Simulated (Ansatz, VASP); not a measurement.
# Cd in VASP and in Ansatz

File INCAR:

```
SYSTEM = Cd
  PREC = Accurate
  ENCUT = 520
  EDIFF = 1E-6
  ISMEAR = -1
  SIGMA = 0.1
  LREAL = .FALSE.
  LASPH = .TRUE.
  NELM = 100
  ALGO = Normal
  ISIF = 2
  LWAVE = .FALSE.
  LCHARG = .FALSE.
  GGA = PE
  NBANDS = 19
```

KPOINTS

```
Automatic mesh
0
G
  14 14 14
  0 0 0
```

File POSCAR:

```
Cd
1.0
   -2.2368691420      2.2368691420      1.1627869747
    2.2368691420     -2.2368691420      1.1627869747
    2.2368691420      2.2368691420     -1.1627869747
Cd
2
Direct
   -0.3750000000     -0.1250000000     -0.2500000000
    0.3750000000      0.1250000000      0.2500000000
```

Input for Ansatz:

```yaml
crystal:
  lattice:
    - [-2.236869142, 2.236869142, 1.1627869747]
    - [2.236869142, -2.236869142, 1.1627869747]
    - [2.236869142, 2.236869142, -1.1627869747]
  atoms:
    - { symbol: Cd, position: [-0.375, -0.125, -0.25] }
    - { symbol: Cd, position: [0.375, 0.125, 0.25] }
kpoints:
  mp_grid: { grid: [14, 14, 14] }
scf:
  occupations: { method: fermi_dirac, width: 0.1 }
hamiltonian:
  xc: pbe
  pseudopotentials: { kind: all_electron, lapw: { basis_error: 0.001 } }
output:
  forces: true
  stress: true
  eigenvalues: true
  populations: true
```

Change from the starting cell: volume scaled by 0.45, LAPW.

Alike in both runs: task single point; functional PBE; k mesh 14 × 14 × 14; occupations fermi-dirac, width 0.1 eV; no spin polarisation.

|  | VASP | Ansatz |
| --- | --- | --- |
| version | VASP 6.6.1 | Ansatz 0.2.0 |
| potentials or method | VASP PAW PBE potentials, release 64 (Cd), cutoff 520 eV | all-electron LAPW, scalar-relativistic |

VASP gave:

| Item | Value |
| --- | --- |
| pressure (GPa) | 244.5 |
| traceless stress, the component that is largest in VASP (GPa) | 0.40 |

Problem. Which values does Ansatz return?

Solution. Pressure (GPa): 234.2; traceless stress, the component that is largest in VASP (GPa): -0.21.

Both programs put the cell under a high pressure, so it lies far from rest at this level. Ansatz ran all-electron here, and VASP with PAW potentials.

Noted on VASP's run: the cell as given lies far from equilibrium.
